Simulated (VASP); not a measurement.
# Ga (I4/mmm) in VASP: a series of runs

Ga is run at these levels: PBE; tasks: single point.

Everything below comes from runs of VASP 6.6.1. Logs are shortened: lines on timing, memory, paths and dates and some standing lists are left out, and cuts for length are marked.

## 1. The cell of the first run

It takes space group I4/mmm (No. 139, tetragonal). Conventional cell: a = 2.769 Å, b = 2.769 Å, c = 4.622 Å, α = 90.00°, β = 90.00°, γ = 90.00°. Ga (site symmetry 4/mmm) has 12 Ga at 2.77 to 3.03 Å within 3.6 Å.

## 2. Single point, PBE

Contents of INCAR:

```
PREC = Accurate
ENCUT = 520
EDIFF = 1E-6
ISMEAR = 0
SIGMA = 0.017
LREAL = False
LASPH = True
NELM = 80
ALGO = Normal
ISIF = 2
LWAVE = False
LCHARG = True
GGA = PE
LELF = True
LVHAR = True
NBANDS = 12
```

Contents of KPOINTS:

```
Automatic mesh
0
Gamma
  13 13 13
```

Contents of POSCAR:

```
Ga
1.0
   -1.3843987196      1.3843987196      2.3112238365
    1.3843987196     -1.3843987196      2.3112238365
    1.3843987196      1.3843987196     -2.3112238365
Ga
1
Direct
    0.0000000000      0.0000000000      0.0000000000
```

Potentials or basis: VASP PAW PBE potentials, release 64 (Ga_d).

Started as:

```bash
cat potpaw_PBE.64/Ga_d/POTCAR > POTCAR
mpirun -np 1 vasp_std > vasp.out
```

OUTCAR:

```text
PREC = Accurate
   ENCUT = 520
   EDIFF = 1E-6
   ISMEAR = 0
   LREAL = False
   LASPH = True
   NELM = 80
   ISIF = 2
   GGA = PE

 ion  position               nearest neighbor table
   1  0.000  0.000  0.000-

  LATTYP: Found a body centered tetragonal cell.
 ALAT       =     2.7687974392
 C/A-ratio  =     1.6694784557

  Lattice vectors:

 A1 = (  -1.3843987196,   1.3843987196,   2.3112238365)
 A2 = (   1.3843987196,  -1.3843987196,   2.3112238365)
 A3 = (   1.3843987196,   1.3843987196,  -2.3112238365)

Analysis of symmetry for initial positions (statically):
=====================================================================
 Subroutine PRICEL returns:
 Original cell was already a primitive cell.

 Routine SETGRP: Setting up the symmetry group for a
 body centered tetragonal supercell.

 Subroutine GETGRP returns: Found 16 space group operations
 (whereof 16 operations were pure point group operations)
 out of a pool of 16 trial point group operations.

The static configuration has the point symmetry D_4h.

Analysis of symmetry for dynamics (positions and initial velocities):
=====================================================================
 Subroutine PRICEL returns:
 Original cell was already a primitive cell.

 Routine SETGRP: Setting up the symmetry group for a
 body centered tetragonal supercell.

 Subroutine GETGRP returns: Found 16 space group operations
 (whereof 16 operations were pure point group operations)
 out of a pool of 16 trial point group operations.

The dynamic configuration has the point symmetry D_4h.

 Subroutine INISYM returns: Found 16 space group operations
 (whereof 16 operations are pure point group operations),
 and found     1 'primitive' translations

----------------------------------------------------------------------------------------

                                     Primitive cell

  volume of cell :      17.7184

  direct lattice vectors                    reciprocal lattice vectors
    -1.384398720  1.384398720  2.311223836     0.000000000  0.361167627  0.216335602
     1.384398720 -1.384398720  2.311223836     0.361167627  0.000000000  0.216335602
     1.384398720  1.384398720 -2.311223836     0.361167627  0.361167627  0.000000000

  length of vectors
     3.029005654  3.029005654  3.029005654     0.421002550  0.421002550  0.510768156

  position of ions in fractional coordinates (direct lattice)
     0.000000000  0.000000000  0.000000000

  ion indices of the primitive-cell ions
   primitive index   ion index
                 1           1

----------------------------------------------------------------------------------------

 KPOINTS: Automatic mesh

Automatic generation of k-mesh.
 Grid dimensions read from file:
 generate k-points for:   13   13   13

 Generating k-lattice:

  Cartesian coordinates                     Fractional coordinates (reciprocal lattice)
     0.000000000  0.027782125  0.016641200     0.076923077  0.000000000  0.000000000
     0.027782125  0.000000000  0.016641200     0.000000000  0.076923077  0.000000000
     0.027782125  0.027782125  0.000000000     0.000000000  0.000000000  0.076923077

  Length of vectors
     0.032384812  0.032384812  0.039289858

  Shift w.r.t. Gamma in fractional coordinates (k-lattice)
     0.000000000  0.000000000  0.000000000

 Subroutine IBZKPT returns following result:
 ===========================================

 Found    196 irreducible k-points:

 Following reciprocal coordinates:
            Coordinates               Weight
  0.000000  0.000000  0.000000      1.000000
  0.076923 -0.000000  0.000000      8.000000
  0.153846 -0.000000  0.000000      8.000000
  0.230769  0.000000  0.000000      8.000000
  0.307692 -0.000000  0.000000      8.000000
  0.384615  0.000000 -0.000000      8.000000
[... 16 lines left out ...]
  0.384615  0.153846  0.000000     16.000000
  0.461538  0.153846 -0.000000     16.000000
 [... further k-points ...]
   k-points           NKPTS =    196   k-points in BZ     NKDIM =    196   number of bands    NBANDS=     12
   number of dos      NEDOS =    301   number of ions     NIONS =      1
   total plane-waves  NPLWV =  13824
   dimension x,y,z NGX =    24 NGY =   24 NGZ =   24
   dimension x,y,z NGXF=    48 NGYF=   48 NGZF=   48
   ions per type =               1
   NGX,Y,Z   is equivalent  to a cutoff of  13.17, 13.17, 13.17 a.u.
   NGXF,Y,Z  is equivalent  to a cutoff of  26.34, 26.34, 26.34 a.u.
 SYSTEM =  unknown system
   PREC   = accura    normal or accurate (medium, high low for compatibility)
   ISTART =      0    job   : 0-new  1-cont  2-samecut
   ICHARG =      2    charge: 1-file 2-atom 10-const
   ISPIN  =      1    spin polarized calculation?
   LNONCOLLINEAR =      F non collinear calculations
   LSORBIT =      F    spin-orbit coupling
   LASPH  =      T    aspherical Exc in radial PAW
   ENCUT  =  520.0 eV  38.22 Ry    6.18 a.u.   5.63  5.63  5.63*2*pi/ulx,y,z
   NELM   =     80;   NELMIN=  2; NELMDL= -5     # of ELM steps
   EDIFF  = 0.1E-05   stopping-criterion for ELM
   LREAL  =      F    real-space projection
   EDIFFG = 0.1E-04   stopping-criterion for IOM
   NSW    =      0    number of steps for IOM
   IBRION =     -1    ionic relax: 0-MD 1-quasi-New 2-CG
   NFREE  =      0    steps in history (QN), initial steepest desc. (CG)
   ISIF   =      2    stress and relaxation
   ISYM   =      2    0-nonsym 1-usesym 2-fastsym
   POTIM  = 0.5000    time-step for ionic-motion
   TEBEG  =    0.0;   TEEND  =   0.0 temperature during run
   PSTRESS=    0.0 pullay stress
   NELECT =      13.0000    total number of electrons
   NUPDOWN=      -1.0000    fix difference up-down
   EMIN   =  10.00;   EMAX   =-10.00  energy-range for DOS
   EFERMI =   0.00;   METHOD = LEGACY
   ISMEAR =     0;   SIGMA  =   0.02  broadening in eV -4-tet -1-fermi 0-gaus
   EFERMI_NEDOS =   21; number of points for ismear=-14 and -15
   IALGO  =     38    algorithm
   IMIX   =      4    mixing-type and parameters
     AMIX     =   0.40;   BMIX     =  1.00
     AMIX_MAG =   1.60;   BMIX_MAG =  1.00
  volume/ion in A,a.u.               =      17.72       119.57
  Fermi-wavevector in a.u.,A,eV,Ry     =   1.476549  2.790273 29.663375  2.180197
  Thomas-Fermi vector in A             =   2.591062
   LORBIT       =      0    0 simple, 1 ext, 2 COOP (PROOUT), +10 PAW based schemes
   GGA     = PE    functional components
   LHFCALC =     F    Hartree Fock is set to
   AEXX    =    0.0000 exact exchange contribution
   IVDW    =     0    specifies the selected vdW correction
   LEPSILON=     F    determine dielectric tensor
   LRPA    =     F    only Hartree local field effects (RPA)
 non-spin polarized calculation
 Gauss-broadening in eV      SIGMA  =   0.02
  energy-cutoff  :      520.00
  volume of cell :       17.72
 maximum number of plane-waves:       487
   NGX = 11   NGY = 11   NGZ = 11

 number of electron      12.9999997 magnetization

 Free energy of the ion-electron system (eV)
  ---------------------------------------------------
  ext. energy  EPLUGINS =         0.00000000
  ---------------------------------------------------
  free energy    TOTEN  =        -2.87481473 eV

  energy without entropy =       -2.87478523  energy(sigma->0) =       -2.87479998

 E-fermi :   6.0943     XC(G=0): -11.3349

 val. band max:        6.0784440387   @ k =  -0.1538  -0.3846   0.0769
 cond. band min:       6.1386643204   @ k =  -0.3077  -0.3846   0.0769
 fundamental gap:      0.0602202816
 Fermi energy:         6.0942970916

 k-point     1 :       0.0000    0.0000    0.0000
  band No.  band energies     occupation
      1      -8.9580      2.00000
      2      -8.8002      2.00000
      3      -8.7642      2.00000
      4      -8.7642      2.00000
      5      -8.6004      2.00000
      6      -5.3860      2.00000
      7      18.8457      0.00000
      8      19.1542      0.00000
      9      19.1542      0.00000
     10      22.5183      0.00000
     11      22.7284      0.00000
     12      23.4639      0.00000

 k-point     2 :       0.0769   -0.0000    0.0000
  band No.  band energies     occupation
      1      -8.9475      2.00000
      2      -8.7972      2.00000
      3      -8.7674      2.00000
      4      -8.7577      2.00000
      5      -8.6059      2.00000
      6      -5.2251      2.00000
      7      17.2363      0.00000
      8      18.3234      0.00000
      9      19.0155      0.00000
     10      21.5065      0.00000
     11      22.6246      0.00000
     12      23.8908      0.00000

 k-point     3 :       0.1538   -0.0000    0.0000
  band No.  band energies     occupation
      1      -8.9257      2.00000
      2      -8.8043      2.00000
      3      -8.7560      2.00000
      4      -8.7414      2.00000
      5      -8.6197      2.00000
      6      -4.7385      2.00000
      7      14.0493      0.00000
      8      17.1678      0.00000
      9      18.7461      0.00000
     10      20.5589      0.00000
     11      21.9171      0.00000
     12      24.9710      0.00000
[... 286 lines left out ...]
 k-point    23 :       0.3846    0.1538    0.0000
  band No.  band energies     occupation
      1      -8.8873      2.00000
      2      -8.8423      2.00000
      3      -8.7599      2.00000
      4      -8.6483      2.00000
      5      -8.5886      2.00000
      6       0.2139      2.00000
      7       4.4331      2.00000
      8      12.6554      0.00000
      9      14.0180      0.00000
     10      19.1193      0.00000
     11      20.7334      0.00000
     12      26.3459      0.00000

 k-point    24 :       0.4615    0.1538   -0.0000
  band No.  band energies     occupation
      1      -8.9036      2.00000
      2      -8.8369      2.00000
      3      -8.7694      2.00000
      4      -8.6524      2.00000
      5      -8.5557      2.00000
      6       1.7650      2.00000
      7       2.5843      2.00000
      8      12.6466      0.00000
      9      14.4245      0.00000
     10      18.2809      0.00000
     11      20.6414      0.00000
     12      26.9775      0.00000

 [... further k-points ...]
[... 5 lines left out ...]
  --------------------------------------------------------------------------------------
  -------------------------------------------------------------------------------------
  Total        0.3958124      0.3958124      0.3869475      0.0000000      0.0000000      0.0000000
  in kB       35.7911426     35.7911426     34.9895400      0.0000000      0.0000000      0.0000000
  external PRESSURE =      35.5239418 kB  Pullay stress =       0.0000000 kB

 VOLUME and BASIS-vectors are now :
 -----------------------------------------------------------------------------
  energy-cutoff  :      520.00
  volume of cell :       17.72
      direct lattice vectors                 reciprocal lattice vectors
    -1.384398720  1.384398720  2.311223836     0.000000000  0.361167627  0.216335602
     1.384398720 -1.384398720  2.311223836     0.361167627  0.000000000  0.216335602
     1.384398720  1.384398720 -2.311223836     0.361167627  0.361167627  0.000000000

 POSITION                                       TOTAL-FORCE (eV/Angst)
 -----------------------------------------------------------------------------------
      0.00000      0.00000      0.00000         0.000000      0.000000      0.000000
 -----------------------------------------------------------------------------------
    total drift:                                0.000000      0.000000     -0.000000

  FREE ENERGIE OF THE ION-ELECTRON SYSTEM (eV)
  ---------------------------------------------------
  free  energy   TOTEN  =        -2.8748147347 eV

  energy  without entropy=       -2.8747852310  energy(sigma->0) =       -2.87479998
```

It took 11 s on 1 thread of Intel Xeon 6975P-C (Granite Rapids), shared host; peak memory 0.16 GiB.

Results:

| Quantity | Value |
| --- | --- |
| Free energy | -2.8748 eV |
| Pressure | 3.6 GPa |

Stress tensor (GPa, compression positive):
```
3.58 0.00 0.00
0.00 3.58 0.00
0.00 0.00 3.50
```

## 3. Single point, PBE

Contents of INCAR:

```
SYSTEM = Ga
ALGO     = Fast           ! electronic algorithm
EDIFF    = 1E-7           ! SCF threshold, eV
ENCUT    = 520            ! plane-wave cutoff, eV
GGA      = PE             ! functional
ISIF     = 2              ! what is computed and relaxed
ISMEAR   = 0              ! smearing method
LASPH    = .True.         ! aspherical terms in the spheres
LCHARG   = .True.         ! write CHGCAR
LELF     = .True.         ! ELF
LREAL    = .False.        ! projectors in reciprocal space
LVHAR    = .True.       
LWAVE    = .False.        ! write WAVECAR
NBANDS   = 12             ! bands
NELM     = 80             ! most SCF steps
PREC     = Accurate       ! precision mode
SIGMA    = 0.020999999999999998 ! smearing width, eV
```

Contents of KPOINTS:

```
k-points
0
Gamma
  13 13 13
  0 0 0
```

POSCAR is that of step 2.

Potentials or basis: VASP PAW PBE potentials, release 64 (Ga_d).

Started as:

```bash
cat potpaw_PBE.64/Ga_d/POTCAR > POTCAR
mpirun -np 1 vasp_std > vasp.out
```

Wall time 15 s (1 thread of Intel Xeon 6975P-C (Granite Rapids), shared host); peak memory 0.16 GiB.

It converged, with:

```yaml
Free_energy: -2.8748 eV
Pressure: 3.4 GPa
```

Stress tensor (GPa, compression positive):
```
3.43 0.00 0.00
0.00 3.43 0.00
0.00 0.00 3.35
```

Levels at points of the mesh, in eV from the Fermi level:
```tsv
k point	band 3	band 4	band 5	band 6	band 7	band 8	band 9	band 10
(0.00, 0.00, 0.00)	-14.86	-14.86	-14.70	-11.48	12.75	13.06	13.06	16.42
```

## 4. Single point, PBE

Contents of INCAR:

```
SYSTEM = Ga
  PREC = Accurate
  ENCUT = 520
  EDIFF = 1E-6
  ISMEAR = 0
  SIGMA = 0.022
  LREAL = .FALSE.
  LASPH = .TRUE.
  NELM = 80
  ALGO = Normal
  ISIF = 2
  LWAVE = .FALSE.
  LCHARG = .FALSE.
  GGA = PE
  NBANDS = 12
```

Contents of KPOINTS:

```
regular mesh
0
G
  13 13 13
  0 0 0
```

POSCAR is that of step 3.

Started as:

```bash
cat potpaw_PBE.64/Ga_d/POTCAR > POTCAR
mpirun -np 1 vasp_std > vasp.out
```

Run time: 11 s. Hardware: 1 thread of Intel Xeon 6975P-C (Granite Rapids), shared host; peak memory 0.16 GiB.

Results (log left out):

```yaml
Free_energy: -2.8748 eV
Pressure: 3.6 GPa
```

Stress tensor (GPa, compression positive):
```
3.58 0.00 0.00
0.00 3.58 0.00
0.00 0.00 3.50
```

Levels at points of the mesh, in eV from the Fermi level:
```
           k point  band 3  band 4  band 5  band 6  band 7  band 8  band 9  band 10
(0.00, 0.00, 0.00)  -14.86  -14.86  -14.70  -11.48   12.75   13.06   13.06    16.42
```

## 5. Single point, PBE

Contents of INCAR:

```
SYSTEM = Ga
ALGO = Normal ; EDIFF = 1E-7
ENCUT = 520 ; GGA = PE
ISIF = 2 ; ISMEAR = 0
LASPH = .TRUE. ; LCHARG = .TRUE.
LELF = .TRUE. ; LREAL = .FALSE.
LVHAR = .TRUE. ; LWAVE = .FALSE.
NBANDS = 12 ; NELM = 80
PREC = Accurate ; SIGMA = 0.023
```

Contents of KPOINTS:

```
k-points
0
G
  13 13 13
  0 0 0
```

POSCAR is that of step 4.

Started as:

```bash
cat potpaw_PBE.64/Ga_d/POTCAR > POTCAR
mpirun -np 1 vasp_std > vasp.out
```

It took 12 s on 1 thread of Intel Xeon 6975P-C (Granite Rapids), shared host; peak memory 0.16 GiB.

It converged, with:

| Item | Value |
| --- | --- |
| Free energy | -2.8748 eV |
| Pressure | 3.6 GPa |

Stress tensor (GPa, compression positive):
```
3.61 0.00 0.00
0.00 3.61 0.00
0.00 0.00 3.52
```

Levels at points of the mesh, in eV from the Fermi level:
```csv
k point,band 2,band 3,band 4,band 5,band 6,band 7,band 8,band 9,band 10,band 11
"(0.00, 0.00, 0.00)",-14.90,-14.86,-14.86,-14.70,-11.49,12.75,13.05,13.05,16.42,16.63
```

## 6. Overview

```tsv
smearing	gap on the mesh (eV)	pressure (GPa)
gaussian 0.017 eV	none	3.6
gaussian 0.021 eV	none	3.4
gaussian 0.022 eV	none	3.6
gaussian 0.023 eV	none	3.6
```

Alike in all rows: task single point; level PBE; potentials or basis VASP PAW PBE potentials, release 64 (Ga_d); no spin polarisation; cell as given; k mesh 13 × 13 × 13; cutoff (eV) 520.

Every run on the cell as given and a fine mesh finds a metal.

Total energies depend on the potentials used, so only differences within one code and one set of settings carry meaning.
